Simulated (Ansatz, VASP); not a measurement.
## Two plane-wave programs on TaSi2

```xyz
9
Lattice="4.8156 0.0000 0.0000 -2.4078 4.1704 0.0000 0.0000 0.0000 6.6135" Properties=species:S:1:pos:R:3 pbc="T T T"
Ta    2.4078    0.0000    0.0000
Ta    1.2039    2.0852    4.4090
Ta   -1.2039    2.0852    2.2045
Si    0.0000    1.3259    0.0000
Si    3.6673    0.6630    4.4090
Si    1.2595    3.5074    2.2045
Si    2.4078    2.8445    0.0000
Si   -1.2595    3.5074    4.4090
Si    1.1483    0.6630    2.2045
```

Change from the starting cell: volume scaled by 1.02, ions relaxed.

Alike in both runs: functional PBE; k mesh 11 × 11 × 7; occupations fermi-dirac, width 0.05 eV; no spin polarisation.

Ansatz relaxed the structure, and its values are those at the end. VASP's run is a single point on that final structure, the one shown.

```csv
,VASP,Ansatz
version,VASP 6.6.1,Ansatz 0.2.0
potentials or method,"VASP PAW PBE potentials, release 64 (Ta_pv, Si)","plane-wave PAW, scalar-relativistic"
plane-wave cutoff (eV),520,420
valence electrons in the cell,57,63
```

```tsv
	VASP	Ansatz	Ansatz less VASP
pressure (GPa)	-1.1	-1.2	-0.08
```

VASP's potentials hold 57 valence electrons a cell and Ansatz's 63, so a difference there can come from the potentials and not from the codes. Ansatz's warnings: stress scf threshold loose.

Neither program's run includes spin-orbit coupling.
